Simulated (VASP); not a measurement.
HfC, 2 atoms in the cell. The structure is cubic, space group Fm-3m (No. 225). Conventional cell: a = 4.650 Å, b = 4.650 Å, c = 4.650 Å, α = 90.00°, β = 90.00°, γ = 90.00°. Hf (site symmetry m-3m) has 6 C at 2.33 Å within 3.1 Å. C (site symmetry m-3m) has 6 Hf at 2.33 Å within 3.1 Å. 

| Quantity | Value |
| --- | --- |
| Program | VASP 6.6.1 |
| Task | single point |
| Functional | PBE |
| Potentials or basis | VASP PAW PBE potentials, release 64 (Hf_pv, C) |
| Cutoff | 520 eV |
| k mesh | 10 × 10 × 10 |
| Occupations | gaussian, width 0.011 eV |
| Spin | no spin polarisation |
| Dipole correction | no |
| Further INCAR settings | ALGO = Normal; EDIFF = 1e-06; NBANDS = 14 |

Potentials or basis: VASP PAW PBE potentials, release 64 (Hf_pv, C).

Run with:

```bash
$ cat potpaw_PBE.64/Hf_pv/POTCAR potpaw_PBE.64/C/POTCAR > POTCAR
$ mpirun -np 1 vasp_std > vasp.out
```

Hardware: 1 thread of Intel(R) Xeon(R) 6975P-C (Granite Rapids) (shared host).

**Question.** Estimate the wall time of this run.

**Answer.** It took 6.6 s on 1 thread of Intel(R) Xeon(R) 6975P-C (Granite Rapids) (shared host), peak memory 0.14 GiB. Counts: scf iterations 12, k points 47.
